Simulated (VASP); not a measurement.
Write the native input for VASP 6.6.1 that does the following.

```yaml
Task: single point
Functional: PBEsol
Potentials_or_basis: VASP PAW PBE potentials, release 64 (Si, Ti_sv)
Cutoff: 520 eV
k_mesh: 2 × 2 × 2
Occupations: fermi-dirac, width 0.05 eV
Spin: no spin polarisation
Dipole_correction: no
Further_INCAR_settings: LREAL = Auto; ALGO = Normal; EDIFF = 1e-06; NBANDS = 52
```

The structure of TiSi16 (a cell with a defect) lies in POSCAR:

```
TiSi16
1.0
    0.0000000000      5.4300000000      5.4300000000
    5.4300000000      0.0000000000      5.4300000000
    5.4300000000      5.4300000000      0.0000000000
Si Ti
16 1
Direct
    0.0099723757     -0.0059392265      0.0124953959
    0.1160773481      0.1528176796      0.1282136280
   -0.0192633517      0.0222651934      0.4942725599
    0.0892173112      0.1390147330      0.6513904236
   -0.0404788214      0.6105340700      0.0037753223
    0.1947421731      0.5986832413      0.1340423573
    0.0036003683      0.4977992634      0.4966206262
    0.1127348066      0.6438581952      0.6151104972
    0.4892357274     -0.0195488029     -0.0307090239
    0.6384898711      0.0330018416      0.1666850829
    0.4454604052      0.0055524862      0.5247237569
    0.6190515654      0.1216298343      0.6021823204
    0.5830018416      0.4085267035      0.0007182320
    0.6197513812      0.6126979742      0.1209116022
    0.4974585635      0.5148066298      0.4819521179
    0.6264364641      0.6482596685      0.6244475138
    0.3785819521      0.3851381215      0.8621731123
```

These files were run (other wordings do the same):

INCAR

```
SYSTEM = TiSi16
PREC = Accurate ; ENCUT = 520
EDIFF = 1E-6 ; ISMEAR = -1
SIGMA = 0.05 ; LREAL = Auto
LASPH = .True. ; NELM = 100
ALGO = Normal ; ISIF = 2
LWAVE = .False. ; LCHARG = .False.
GGA = PS ; NBANDS = 52
```

KPOINTS

```
regular mesh
0
Gamma
  2 2 2
  0 0 0
```

Potentials or basis: VASP PAW PBE potentials, release 64 (Si, Ti_sv).

Launch:

```sh
$ cat potpaw_PBE.64/Si/POTCAR potpaw_PBE.64/Ti_sv/POTCAR > POTCAR
$ mpirun -np 1 vasp_std > vasp.out
```

It gave:

```json
{
 "Pressure": "0.0 GPa",
 "Largest force": "1.679 eV/Å",
 "Band gap on the k mesh": "zero (band 38 reaches 6.89 eV, above the bottom of band 39 at 6.46 eV)"
}
```

Caveat: the k points lie up to 0.50 Å⁻¹ apart; the PAW data sets were made with another functional, which shifts forces and pressure a little.

Run time: 2.2 min on 1 thread of Intel(R) Xeon(R) 6975P-C (Granite Rapids) (shared host), peak memory 0.48 GiB.
